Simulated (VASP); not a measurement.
# Ca (Cmcm) in VASP: further runs

Runs on Ca. Level: PBEsol. Tasks: electric field gradients.

Program: VASP 6.6.1. These are calculated values, not measurements. Logs are shortened: lines on timing, memory, paths and dates and some standing lists are left out, and cuts for length are marked.

## 1. The cell of the first run

The structure is orthorhombic, space group Cmcm (No. 63). The conventional cell has a = 3.916 Å, b = 6.745 Å, c = 6.465 Å, α = 90.00°, β = 90.00°, γ = 90.00°. Ca (site symmetry m2m) has 12 Ca at 3.90 to 3.95 Å within 5.1 Å.

## 2. Electric field gradients, PBEsol (42.70 Å³/atom)

File INCAR:

```
  PREC = Accurate
  ENCUT = 520
  EDIFF = 1E-8
  ISMEAR = -1
  SIGMA = 0.05
  LREAL = F
  LASPH = T
  NELM = 100
  ALGO = Normal
  ISIF = 2
  LWAVE = F
  LCHARG = F
  GGA = PS
  LEFG = T
  NBANDS = 17
```

File KPOINTS:

```
regular mesh
0
Gamma
  11 11 6
```

File POSCAR:

```
Ca
1.0
    1.9580455561     -3.3727009686      0.0000000000
    1.9580455561      3.3727009686      0.0000000000
    0.0000000000      0.0000000000      6.4654251100
Ca
2
Direct
    0.8355866000      0.1644134000      0.2500000000
    0.1644134000      0.8355866000      0.7500000000
```

Potentials or basis: VASP PAW PBE potentials, release 64 (Ca_sv).

Command:

```bash
$ cat potpaw_PBE.64/Ca_sv/POTCAR > POTCAR
$ mpirun -np 1 vasp_std > vasp.out
```

OUTCAR:

```text
PREC = Accurate
   ENCUT = 520
   EDIFF = 1E-8
   ISMEAR = -1
   LREAL = F
   LASPH = T
   NELM = 100
   ISIF = 2
   GGA = PS

 ion  position               nearest neighbor table
   1  0.836  0.164  0.250-
   2  0.164  0.836  0.750-

  LATTYP: Found a base centered orthorhombic cell.
 ALAT       =     3.9160911122
 B/A-ratio  =     1.7224834009
 C/A-ratio  =     1.6509894496

  Lattice vectors:

 A1 = (   1.9580455561,  -3.3727009686,   0.0000000000)
 A2 = (   1.9580455561,   3.3727009686,   0.0000000000)
 A3 = (   0.0000000000,   0.0000000000,   6.4654251100)

Analysis of symmetry for initial positions (statically):
=====================================================================
 Subroutine PRICEL returns:
 Original cell was already a primitive cell.

 Routine SETGRP: Setting up the symmetry group for a
 base centered orthorhombic supercell.

 Subroutine GETGRP returns: Found  8 space group operations
 (whereof  4 operations were pure point group operations)
 out of a pool of  8 trial point group operations.

The static configuration has the point symmetry C_2h.
 The point group associated with its full space group is D_2h.

Analysis of symmetry for dynamics (positions and initial velocities):
=====================================================================
 Subroutine PRICEL returns:
 Original cell was already a primitive cell.

 Routine SETGRP: Setting up the symmetry group for a
 base centered orthorhombic supercell.

 Subroutine GETGRP returns: Found  8 space group operations
 (whereof  4 operations were pure point group operations)
 out of a pool of  8 trial point group operations.

The dynamic configuration has the point symmetry C_2h.
 The point group associated with its full space group is D_2h.

 Subroutine INISYM returns: Found  8 space group operations
 (whereof  4 operations are pure point group operations),
 and found     1 'primitive' translations

----------------------------------------------------------------------------------------

                                     Primitive cell

  volume of cell :      85.3941

  direct lattice vectors                    reciprocal lattice vectors
[... 117 lines left out ...]
   LRPA    =     F    only Hartree local field effects (RPA)
 non-spin polarized calculation
  energy-cutoff  :      520.00
  volume of cell :       85.39
 maximum number of plane-waves:      2328
 NGX is ok and might be reduce to    30
   NGX = 15   NGY = 15   NGZ = 25

 number of electron      19.9999997 magnetization

 Free energy of the ion-electron system (eV)
  ---------------------------------------------------
  ext. energy  EPLUGINS =         0.00000000
  ---------------------------------------------------
  free energy    TOTEN  =        -4.26376794 eV

  energy without entropy =       -4.24740474  energy(sigma->0) =       -4.25558634

 E-fermi :   1.9017     XC(G=0):  -7.7728

 val. band max:        1.8972242365   @ k =  -0.4545   0.3636   0.0000
 cond. band min:       1.9307282717   @ k =   0.3636  -0.0000   0.0000
 fundamental gap:      0.0335040352
 Fermi energy:         1.9017140285

 k-point     1 :       0.0000    0.0000    0.0000
  band No.  band energies     occupation
      1     -40.0166      2.00000
      2     -40.0042      2.00000
      3     -21.1346      2.00000
      4     -21.0310      2.00000
      5     -21.0291      2.00000
      6     -21.0128      2.00000
[... 457 lines left out ...]
      4     -21.0626      2.00000
      5     -21.0453      2.00000
      6     -21.0390      2.00000
[... 9 lines left out ...]
     16       4.5226      0.00000
     17       4.5878      0.00000

 [... further k-points ...]
[... 5 lines left out ...]
  --------------------------------------------------------------------------------------
  -------------------------------------------------------------------------------------
  Total       -0.4533220     -0.3218734     -0.4531512      0.0000000      0.0000000      0.0000000
  in kB       -8.5053000     -6.0390401     -8.5020955      0.0000000      0.0000000      0.0000000
  external PRESSURE =      -7.6821452 kB  Pullay stress =       0.0000000 kB

 VOLUME and BASIS-vectors are now :
 -----------------------------------------------------------------------------
  energy-cutoff  :      520.00
  volume of cell :       85.39
      direct lattice vectors                 reciprocal lattice vectors
     1.958045556 -3.372700969  0.000000000     0.255356674 -0.148249135  0.000000000
     1.958045556  3.372700969  0.000000000     0.255356674  0.148249135  0.000000000
     0.000000000  0.000000000  6.465425110     0.000000000  0.000000000  0.154668871

 POSITION                                       TOTAL-FORCE (eV/Angst)
 -----------------------------------------------------------------------------------
      1.95805     -2.26367      1.61636         0.000000      0.015872      0.000000
      1.95805      2.26367      4.84907         0.000000     -0.015872     -0.000000
 -----------------------------------------------------------------------------------
    total drift:                                0.000000     -0.000000      0.000000

  FREE ENERGIE OF THE ION-ELECTRON SYSTEM (eV)
  ---------------------------------------------------
  free  energy   TOTEN  =        -4.2637679382 eV

  energy  without entropy=       -4.2474047397  energy(sigma->0) =       -4.25558634

 Electric field gradients (V/A^2)
---------------------------------------------------------------------
 ion       V_xx      V_yy      V_zz      V_xy      V_xz      V_yz
---------------------------------------------------------------------
   1       2.077     2.942    -5.019    -0.000     0.000    -0.000
   2       2.077     2.942    -5.019    -0.000    -0.000     0.000
---------------------------------------------------------------------

 Electric field gradients after diagonalization (V/A^2)
 (convention: |V_zz| > |V_xx| > |V_yy|)
----------------------------------------------------------------------
 ion       V_xx      V_yy      V_zz     asymmetry (V_yy - V_xx)/ V_zz
----------------------------------------------------------------------
   1       2.942     2.077    -5.019       0.172
   2       2.942     2.077    -5.019       0.172
----------------------------------------------------------------------

           NMR quadrupolar parameters

 Cq : quadrupolar parameter    Cq=e*Q*V_zz/h
 eta: asymmetry parameters     (V_yy - V_xx)/ V_zz
 Q  : nuclear electric quadrupole moment in mb (millibarn)
----------------------------------------------------------------------
 ion       Cq(MHz)       eta       Q (mb)
----------------------------------------------------------------------
   1      -0.012       0.172       1.000
   2      -0.012       0.172       1.000
----------------------------------------------------------------------
```

OSZICAR:

```text
N       E                     dE             d eps       ncg     rms          rms(c)
DAV:   1     0.169025467942E+03    0.16903E+03   -0.10022E+04  4896   0.105E+03
DAV:   2     0.497277095494E+01   -0.16405E+03   -0.16208E+03  5469   0.314E+02
DAV:   3    -0.396779845986E+01   -0.89406E+01   -0.88546E+01  9531   0.533E+01
DAV:   4    -0.426491555142E+01   -0.29712E+00   -0.29656E+00  6120   0.103E+01
DAV:   5    -0.427981003893E+01   -0.14894E-01   -0.14887E-01  8303   0.148E+00    0.319E+00
DAV:   6    -0.426894497914E+01    0.10865E-01   -0.17327E-02  6338   0.133E+00    0.192E+00
DAV:   7    -0.426401467286E+01    0.49303E-02   -0.28522E-02  5931   0.186E+00    0.106E-01
DAV:   8    -0.426373512556E+01    0.27955E-03   -0.22946E-03  7890   0.338E-01    0.338E-02
DAV:   9    -0.426376783367E+01   -0.32708E-04   -0.19592E-04  7212   0.799E-02    0.112E-02
DAV:  10    -0.426376946128E+01   -0.16276E-05   -0.13921E-05  6395   0.321E-02    0.800E-03
DAV:  11    -0.426376769193E+01    0.17693E-05   -0.10999E-06  7632   0.111E-02    0.266E-03
DAV:  12    -0.426376784951E+01   -0.15758E-06   -0.73378E-08  6902   0.197E-03    0.436E-04
DAV:  13    -0.426376795453E+01   -0.10502E-06   -0.49550E-09  5149   0.704E-04    0.135E-04
DAV:  14    -0.426376793826E+01    0.16266E-07   -0.11335E-09  4492   0.263E-04    0.239E-05
DAV:  15    -0.426376793816E+01    0.10368E-09   -0.53743E-10  4320   0.144E-04
   1 F= -.42637679E+01 E0= -.42555863E+01  d E =-.163632E-01
```

stdout:

```text
POSCAR found type information on POSCAR Ca
 POSCAR found :  1 types and       2 ions
 scaLAPACK will be used
 -----------------------------------------------------------------------------
|                                                                             |
|                                                                             |
|     You enforced a specific xc type in the INCAR file but a different       |
|     I HOPE YOU KNOW WHAT YOU ARE DOING!                                     |
|                                                                             |
 -----------------------------------------------------------------------------

 LDA part: xc-table for (Slater+PW92), standard interpolation
 POSCAR, INCAR and KPOINTS ok, starting setup
 FFT: planning ... GRIDC
 FFT: planning ... GRID_SOFT
 FFT: planning ... GRID
 WAVECAR not read
 entering main loop
ion   1

ion   2
```

Wall time 1.9 min (1 thread of Intel Xeon 6975P-C (Granite Rapids), shared host); peak memory 0.31 GiB.

What came out:

| Property | Result |
| --- | --- |
| Free energy | -4.2638 eV |
| Pressure | -0.8 GPa |
| Largest force | 0.016 eV/Å |
| Band gap on the k mesh | zero (bands 10 and 11 overlap by 0.46 eV) |
| Largest electric field gradient by atom | Ca -5.0 V/Å² |

Forces in eV/Å, atoms in the order of the input:
```
Ca   0.000  0.016  0.000
Ca   0.000 -0.016  0.000
```

Levels at points of the mesh, in eV from the Fermi level:
| k point | band 6 | band 7 | band 8 | band 9 | band 10 | band 11 | band 12 | band 13 | band 14 | band 15 |
| --- | --- | --- | --- | --- | --- | --- | --- | --- | --- | --- |
| (0.00, 0.00, 0.00) | -22.91 | -22.91 | -22.91 | -4.07 | -1.11 | -0.28 | 2.18 | 2.24 | 2.27 | 2.52 |
| (0.00, 0.00, 0.50) | -22.92 | -22.92 | -22.92 | -3.08 | -3.08 | 1.32 | 1.32 | 2.22 | 2.22 | 2.27 |

Electric field gradients, principal values (V/Å²):
| atom | least | middle | greatest (by size) |
| --- | --- | --- | --- |
| 1 Ca | 2.077 | 2.942 | -5.019 |
| 2 Ca | 2.077 | 2.942 | -5.019 |

Caveat: without QUAD_EFG the Cq values of the log hold for a quadrupole moment of 1 mb, not for the nuclei; the PAW data sets were made with another functional, which shifts forces and pressure a little.

(Continued in part 2 of 3.)

The gap in the log of VASP goes by the Fermi energy; the results here count the filled bands.